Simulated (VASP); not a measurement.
# CdF2 (Fm-3m) in VASP: notebook, part 2 of 2

VASP 6.6.1.

## (4) Single point, r2SCAN (strain -2.7%)

File POSCAR:

```
CdF2
1.0
    0.0000000000      2.6104195701      2.6104195701
    2.6104195701      0.0000000000      2.6104195701
    2.6104195701      2.6104195701      0.0000000000
Cd F
1 2
Direct
    0.0000000000      0.0000000000      0.0000000000
    0.2500000000      0.2500000000      0.2500000000
    0.7500000000      0.7500000000      0.7500000000
```

File INCAR.step1:

```
PREC = Accurate
ENCUT = 520
ISMEAR = 0
SIGMA = 0.01
LREAL = F
LASPH = T
NELM = 80
NBANDS = 20
GGA = PE
ALGO = Normal
EDIFF = 1E-4
LWAVE = T
LCHARG = F
```

File INCAR.step2:

```
PREC = Accurate
ENCUT = 520
EDIFF = 1E-7
ISMEAR = 0
SIGMA = 0.01
LREAL = F
LASPH = T
NELM = 80
ALGO = Normal
ISIF = 2
LWAVE = F
LCHARG = F
METAGGA = R2SCAN
LMIXTAU = T
NBANDS = 20
ISTART = 1
```

File KPOINTS:

```
Automatic mesh
0
Gamma
  8 8 8
```

Potentials or basis: VASP PAW PBE potentials, release 64 (Cd, F).

On the command line:

```
cat potpaw_PBE.64/Cd/POTCAR potpaw_PBE.64/F/POTCAR > POTCAR
cp INCAR.step1 INCAR
mpirun -np 1 vasp_std > vasp.out
cp INCAR.step2 INCAR
mpirun -np 1 vasp_std > vasp.out
```

OUTCAR:

```text
PREC = Accurate
   ENCUT = 520
   EDIFF = 1E-7
   ISMEAR = 0
   LREAL = F
   LASPH = T
   NELM = 80
   ISIF = 2
   METAGGA = R2SCAN
   ISTART = 1

 ion  position               nearest neighbor table
   1  0.000  0.000  0.000-   3 2.26   3 2.26   3 2.26   2 2.26   3 2.26   2 2.26   2 2.26   2 2.26

   2  0.250  0.250  0.250-   1 2.26   1 2.26   1 2.26   1 2.26
   3  0.750  0.750  0.750-   1 2.26   1 2.26   1 2.26   1 2.26

  LATTYP: Found a face centered cubic cell.
 ALAT       =     5.2208391402

  Lattice vectors:

 A1 = (   0.0000000000,   2.6104195701,   2.6104195701)
 A2 = (   2.6104195701,   0.0000000000,   2.6104195701)
 A3 = (   2.6104195701,   2.6104195701,   0.0000000000)

Analysis of symmetry for initial positions (statically):
=====================================================================
 Subroutine PRICEL returns:
 Original cell was already a primitive cell.

 Routine SETGRP: Setting up the symmetry group for a
 face centered cubic supercell.
[... 164 lines left out ...]
  ---------------------------------------------------
  free energy    TOTEN  =       -33.54686436 eV

  energy without entropy =      -33.54686436  energy(sigma->0) =      -33.54686436

 E-fermi :  -1.0483     XC(G=0): -11.6110

 val. band max:       -1.0955479670   @ k =  -0.2500   0.5000   0.2500
 cond. band min:       2.9977827703   @ k =   0.0000   0.0000   0.0000
 fundamental gap:      4.0933307373
 Fermi energy:        -1.0482529093

 k-point     1 :       0.0000    0.0000    0.0000
  band No.  band energies     occupation
      1     -23.6272      2.00000
      2     -22.2769      2.00000
      3      -7.1126      2.00000
      4      -7.1126      2.00000
      5      -7.1126      2.00000
      6      -5.3914      2.00000
[... 541 lines left out ...]
     19      19.1216      0.00000
     20      23.1424      0.00000

 [... further k-points ...]

------------------------ aborting loop because EDIFF is reached ----------------------------------------

  FORCE on cell =-STRESS in cart. coord.  units (eV):
  Direction    XX          YY          ZZ          XY          YZ          ZX
  --------------------------------------------------------------------------------------
  -------------------------------------------------------------------------------------
  Total        3.3678352      3.3678352      3.3678352     -0.0000000      0.0000000     -0.0000000
  in kB      151.6702746    151.6702746    151.6702746     -0.0000000      0.0000000     -0.0000000
  external PRESSURE =     151.6702746 kB  Pullay stress =       0.0000000 kB

 VOLUME and BASIS-vectors are now :
 -----------------------------------------------------------------------------
  energy-cutoff  :      520.00
  volume of cell :       35.58
      direct lattice vectors                 reciprocal lattice vectors
     0.000000000  2.610419570  2.610419570    -0.191540090  0.191540090  0.191540090
     2.610419570  0.000000000  2.610419570     0.191540090 -0.191540090  0.191540090
     2.610419570  2.610419570  0.000000000     0.191540090  0.191540090 -0.191540090

 POSITION                                       TOTAL-FORCE (eV/Angst)
 -----------------------------------------------------------------------------------
      0.00000      0.00000      0.00000        -0.000000     -0.000000     -0.000000
      1.30521      1.30521      1.30521        -0.000000      0.000000     -0.000000
      3.91563      3.91563      3.91563         0.000000     -0.000000      0.000000
 -----------------------------------------------------------------------------------
    total drift:                                0.000000      0.000000      0.000000

  FREE ENERGIE OF THE ION-ELECTRON SYSTEM (eV)
  ---------------------------------------------------
  free  energy   TOTEN  =       -33.5468643583 eV

  energy  without entropy=      -33.5468643583  energy(sigma->0) =      -33.54686436
```

OUTCAR.step1:

```text
PREC = Accurate
   ENCUT = 520
   ISMEAR = 0
   LREAL = F
[... 778 lines left out ...]
      0.00000      0.00000      0.00000        -0.000000     -0.000000     -0.000000
      1.30521      1.30521      1.30521        -0.000000      0.000000     -0.000000
      3.91563      3.91563      3.91563         0.000000     -0.000000      0.000000
 -----------------------------------------------------------------------------------
    total drift:                                0.000000      0.000000      0.000000

  FREE ENERGIE OF THE ION-ELECTRON SYSTEM (eV)
  ---------------------------------------------------
  free  energy   TOTEN  =       -10.5683937634 eV

  energy  without entropy=      -10.5683937634  energy(sigma->0) =      -10.56839376
```

OSZICAR.step1:

```text
N       E                     dE             d eps       ncg     rms          rms(c)
DAV:   1     0.201640555471E+03    0.20164E+03   -0.15740E+04  1184   0.134E+03
DAV:   2    -0.336909777100E+01   -0.20501E+03   -0.19596E+03  1268   0.351E+02
DAV:   3    -0.121354463396E+02   -0.87663E+01   -0.87425E+01  1324   0.787E+01
DAV:   4    -0.121753074639E+02   -0.39861E-01   -0.39859E-01  1244   0.534E+00
DAV:   5    -0.121754502097E+02   -0.14275E-03   -0.14275E-03  1320   0.287E-01    0.120E+01
DAV:   6    -0.105336898645E+02    0.16418E+01   -0.36538E+00  1432   0.345E+01    0.883E+00
DAV:   7    -0.105773417986E+02   -0.43652E-01   -0.82670E-01  1188   0.834E+00    0.505E+00
DAV:   8    -0.105744158661E+02    0.29259E-02   -0.10179E-01  1188   0.337E+00    0.630E-01
DAV:   9    -0.105677270167E+02    0.66888E-02   -0.25481E-02  1412   0.233E+00    0.805E-02
DAV:  10    -0.105683050603E+02   -0.57804E-03   -0.25926E-03  1180   0.500E-01    0.109E-01
DAV:  11    -0.105683937634E+02   -0.88703E-04   -0.77580E-05  1012   0.759E-02
   1 F= -.10568394E+02 E0= -.10568394E+02  d E =-.400719E-11
```

Run time: 3.9 min. Hardware: 1 thread of Intel Xeon 8259CL, shared host; peak memory 0.17 GiB.

Results:

| Quantity | Value |
| --- | --- |
| Free energy | -33.5469 eV |
| Pressure | 15.2 GPa |
| Band gap on the k mesh | 4.09 eV (least direct gap 4.45 eV) |

Caveat: the cell differs from its parent crystal (strain -2.7%); the cell stands under pressure; the PAW data sets were made with another functional, which shifts forces and pressure a little. A k mesh can miss the band edges.

## (5) Summary

```tsv
level	cell	smearing	gap on the mesh (eV)	pressure (GPa)
PBE	a = 3.692 Å, angles 60.0°, 3 atoms	fermi-dirac 0.02 eV	3.41	20.7
PBE	a = 3.794 Å, angles 60.0°, 3 atoms	fermi-dirac 0.02 eV	3.11	7.8
r2SCAN	a = 3.692 Å, angles 60.0°, 3 atoms	gaussian 0.01 eV	4.09	15.2
```

Alike in all rows: task single point; potentials or basis VASP PAW PBE potentials, release 64 (Cd, F); no spin polarisation; k mesh 8 × 8 × 8; cutoff (eV) 520.

Caveats: the cell stands under pressure; the PAW data sets were made with another functional, which shifts forces and pressure a little (at least some runs).

Total energies depend on the potentials used, so only differences within one code and one set of settings carry meaning.
